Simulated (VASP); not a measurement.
# CaF (Pnma) in VASP: single point with PBEsol

Aim: the single point of CaF with PBEsol.

All numbers are computed with VASP 6.6.1; they aren't measurements. Logs are shortened: lines on timing, memory, paths and dates and some standing lists are left out, and cuts for length are marked.

### Step 1. The cell of the first run

It takes space group Pnma (No. 62, orthorhombic). The conventional cell has a = 5.448 Å, b = 3.467 Å, c = 5.859 Å, α = 90.00°, β = 90.00°, γ = 90.00°. Ca (site symmetry m) has 6 F at 2.13 to 2.57 Å and 4 Ca at 2.81 to 2.82 Å within 2.9 Å. Within 2.8 Å of F (site symmetry m) lie 6 Ca at 2.13 to 2.57 Å.

### Step 2. Single point, PBEsol

Contents of INCAR:

```
PREC = Accurate
ENCUT = 520
EDIFF = 1E-6
ISMEAR = 1
SIGMA = 0.0307
LREAL = F
LASPH = T
NELM = 80
ALGO = Normal
ISIF = 2
LWAVE = F
LCHARG = F
GGA = PS
NBANDS = 44
```

Contents of KPOINTS:

```
regular mesh
0
Gamma
  5 5 7
```

Contents of POSCAR:

```
CaF
1.0
    5.8588760000      0.0000000000      0.0000000000
    0.0000000000      5.4477270000      0.0000000000
    0.0000000000      0.0000000000      3.4667350000
Ca F
4 4
Direct
    0.1890000000      0.0020000000      0.2500000000
    0.8110000000      0.9980000000      0.7500000000
    0.6890000000      0.4980000000      0.7500000000
    0.3110000000      0.5020000000      0.2500000000
    0.5720000000      0.2310000000      0.2500000000
    0.4280000000      0.7690000000      0.7500000000
    0.0720000000      0.2690000000      0.7500000000
    0.9280000000      0.7310000000      0.2500000000
```

Potentials or basis: VASP PAW PBE potentials, release 64 (Ca_sv, F).

Command:

```console
cat potpaw_PBE.64/Ca_sv/POTCAR potpaw_PBE.64/F/POTCAR > POTCAR
mpirun -np 1 vasp_std > vasp.out
```

OUTCAR:

```text
PREC = Accurate
   ENCUT = 520
   EDIFF = 1E-6
   ISMEAR = 1
   LREAL = F
   LASPH = T
   NELM = 80
   ISIF = 2
   GGA = PS

 ion  position               nearest neighbor table
   1  0.189  0.002  0.250-   8 2.13   7 2.36   7 2.36   2 2.81   2 2.81   4 2.82   4 2.82
   2  0.811  0.998  0.750-   7 2.13   8 2.36   8 2.36   1 2.81   1 2.81   3 2.82   3 2.82
   3  0.689  0.498  0.750-   6 2.13   5 2.36   5 2.36   4 2.81   4 2.81   2 2.82   2 2.82
   4  0.311  0.502  0.250-   5 2.13   6 2.36   6 2.36   3 2.81   3 2.81   1 2.82   1 2.82
   5  0.572  0.231  0.250-   4 2.13   3 2.36   3 2.36
   6  0.428  0.769  0.750-   3 2.13   4 2.36   4 2.36
   7  0.072  0.269  0.750-   2 2.13   1 2.36   1 2.36
   8  0.928  0.731  0.250-   1 2.13   2 2.36   2 2.36

  LATTYP: Found a simple orthorhombic cell.
 ALAT       =     3.4667350000
 B/A-ratio  =     1.5714287363
 C/A-ratio  =     1.6900270716

  Lattice vectors:

 A1 = (   0.0000000000,   0.0000000000,  -3.4667350000)
 A2 = (   0.0000000000,   5.4477270000,   0.0000000000)
 A3 = (   5.8588760000,   0.0000000000,   0.0000000000)

Analysis of symmetry for initial positions (statically):
=====================================================================
 Subroutine PRICEL returns:
 Original cell was already a primitive cell.

 Routine SETGRP: Setting up the symmetry group for a
 simple orthorhombic supercell.

 Subroutine GETGRP returns: Found  8 space group operations
 (whereof  2 operations were pure point group operations)
 out of a pool of  8 trial point group operations.

The static configuration has the point symmetry S_2 .
 The point group associated with its full space group is D_2h.

Analysis of symmetry for dynamics (positions and initial velocities):
=====================================================================
 Subroutine PRICEL returns:
 Original cell was already a primitive cell.

 Routine SETGRP: Setting up the symmetry group for a
 simple orthorhombic supercell.

 Subroutine GETGRP returns: Found  8 space group operations
 (whereof  2 operations were pure point group operations)
 out of a pool of  8 trial point group operations.

The dynamic configuration has the point symmetry S_2 .
 The point group associated with its full space group is D_2h.

 Subroutine INISYM returns: Found  8 space group operations
 (whereof  2 operations are pure point group operations),
 and found     1 'primitive' translations

----------------------------------------------------------------------------------------

[... 111 lines left out ...]
   ISYM   =      2    0-nonsym 1-usesym 2-fastsym
   POTIM  = 0.5000    time-step for ionic-motion
   TEBEG  =    0.0;   TEEND  =   0.0 temperature during run
   PSTRESS=    0.0 pullay stress
   NELECT =      68.0000    total number of electrons
   NUPDOWN=      -1.0000    fix difference up-down
   EMIN   =  10.00;   EMAX   =-10.00  energy-range for DOS
   EFERMI =   0.00;   METHOD = LEGACY
   ISMEAR =     1;   SIGMA  =   0.03  broadening in eV -4-tet -1-fermi 0-gaus
   EFERMI_NEDOS =   21; number of points for ismear=-14 and -15
   IALGO  =     38    algorithm
   IMIX   =      4    mixing-type and parameters
     AMIX     =   0.40;   BMIX     =  1.00
     AMIX_MAG =   1.60;   BMIX_MAG =  1.00
  volume/ion in A,a.u.               =      13.83        93.34
  Fermi-wavevector in a.u.,A,eV,Ry     =   1.391856  2.630227 26.358073  1.937264
  Thomas-Fermi vector in A             =   2.515655
   LORBIT       =      0    0 simple, 1 ext, 2 COOP (PROOUT), +10 PAW based schemes
   GGA     = PS    functional components
   LHFCALC =     F    Hartree Fock is set to
   AEXX    =    0.0000 exact exchange contribution
   IVDW    =     0    specifies the selected vdW correction
   LEPSILON=     F    determine dielectric tensor
   LRPA    =     F    only Hartree local field effects (RPA)
 non-spin polarized calculation
 Methfessel and Paxton  Order N= 1 SIGMA  =   0.03
  energy-cutoff  :      520.00
  volume of cell :      110.65
 maximum number of plane-waves:      3003
 NGX is ok and might be reduce to    48
   NGX = 21   NGY = 21   NGZ = 13

 number of electron      67.9999973 magnetization

 Free energy of the ion-electron system (eV)
  ---------------------------------------------------
  ext. energy  EPLUGINS =         0.00000000
  ---------------------------------------------------
  free energy    TOTEN  =       -30.90494063 eV

  energy without entropy =      -30.90484951  energy(sigma->0) =      -30.90491026

 E-fermi :   6.9365     XC(G=0): -10.7382

 val. band max:        6.9241797842   @ k =   0.0000   0.4000   0.1429
 cond. band min:       6.9386644053   @ k =   0.2000   0.0000   0.2857
 fundamental gap:      0.0144846210
 Fermi energy:         6.9365348512

 k-point     1 :       0.0000    0.0000    0.0000
  band No.  band energies     occupation
      1     -35.2412      2.00000
      2     -34.9942      2.00000
      3     -34.9719      2.00000
      4     -34.7462      2.00000
      5     -20.8319      2.00000
      6     -20.6730      2.00000
[... 1117 lines left out ...]
     43       9.8339      0.00000
     44      10.0770      0.00000

 [... further k-points ...]

------------------------ aborting loop because EDIFF is reached ----------------------------------------

  FORCE on cell =-STRESS in cart. coord.  units (eV):
  Direction    XX          YY          ZZ          XY          YZ          ZX
  --------------------------------------------------------------------------------------
  -------------------------------------------------------------------------------------
  Total       12.4924347     15.4317425      5.3504743      0.0000000      0.0000000      0.0000000
  in kB      180.8870118    223.4473781     77.4733925      0.0000000      0.0000000      0.0000000
  external PRESSURE =     160.6025941 kB  Pullay stress =       0.0000000 kB

 VOLUME and BASIS-vectors are now :
 -----------------------------------------------------------------------------
  energy-cutoff  :      520.00
  volume of cell :      110.65
      direct lattice vectors                 reciprocal lattice vectors
     5.858876000  0.000000000  0.000000000     0.170681202  0.000000000  0.000000000
     0.000000000  5.447727000  0.000000000     0.000000000  0.183562796  0.000000000
     0.000000000  0.000000000  3.466735000     0.000000000  0.000000000  0.288455853

 POSITION                                       TOTAL-FORCE (eV/Angst)
 -----------------------------------------------------------------------------------
      1.10733      0.01090      0.86668         2.556126      0.569124      0.000000
      4.75155      5.43683      2.60005        -2.556126     -0.569124     -0.000000
      4.03677      2.71297      2.60005         2.556126     -0.569124     -0.000000
      1.82211      2.73476      0.86668        -2.556126      0.569124     -0.000000
      3.35128      1.25842      0.86668         0.617725     -0.787087     -0.000000
      2.50760      4.18930      2.60005        -0.617725      0.787087     -0.000000
      0.42184      1.46544      2.60005         0.617725      0.787087      0.000000
      5.43704      3.98229      0.86668        -0.617725     -0.787087      0.000000
 -----------------------------------------------------------------------------------
    total drift:                                0.000000      0.000000     -0.000000

  FREE ENERGIE OF THE ION-ELECTRON SYSTEM (eV)
  ---------------------------------------------------
  free  energy   TOTEN  =       -30.9049406295 eV

  energy  without entropy=      -30.9048495103  energy(sigma->0) =      -30.90491026
```

stdout:

```text
POSCAR found type information on POSCAR CaF
 POSCAR found :  2 types and       8 ions
 scaLAPACK will be used
 -----------------------------------------------------------------------------
|                                                                             |
|                                                                             |
|     You enforced a specific xc type in the INCAR file but a different       |
|     I HOPE YOU KNOW WHAT YOU ARE DOING!                                     |
|                                                                             |
 -----------------------------------------------------------------------------

 LDA part: xc-table for (Slater+PW92), standard interpolation
 POSCAR, INCAR and KPOINTS ok, starting setup
 FFT: planning ... GRIDC
 FFT: planning ... GRID_SOFT
 FFT: planning ... GRID
 WAVECAR not read
 entering main loop
```

It took 3.9 min on 1 thread of Intel Xeon 8259CL, shared host; peak memory 0.3 GiB.

What came out:

```
Free energy            : -30.9049 eV
Pressure               : 16.1 GPa
Largest force          : 2.619 eV/Å
Band gap on the k mesh : zero (bands 34 and 35 overlap by 0.72 eV)
```

Forces in eV/Å, atoms in the order of the input:
```
Ca   2.556  0.569  0.000
Ca  -2.556 -0.569  0.000
Ca   2.556 -0.569  0.000
Ca  -2.556  0.569  0.000
F    0.618 -0.787  0.000
F   -0.618  0.787  0.000
F    0.618  0.787  0.000
F   -0.618 -0.787  0.000
```

Levels at points of the mesh, in eV from the Fermi level:
```csv
k point,band 32,band 33,band 34,band 35,band 36,band 37
"(0.00, 0.00, 0.00)",-8.41,-1.86,-1.12,-0.06,0.53,1.35
```

Caveat: the cell stands under pressure; the PAW data sets were made with another functional, which shifts forces and pressure a little.
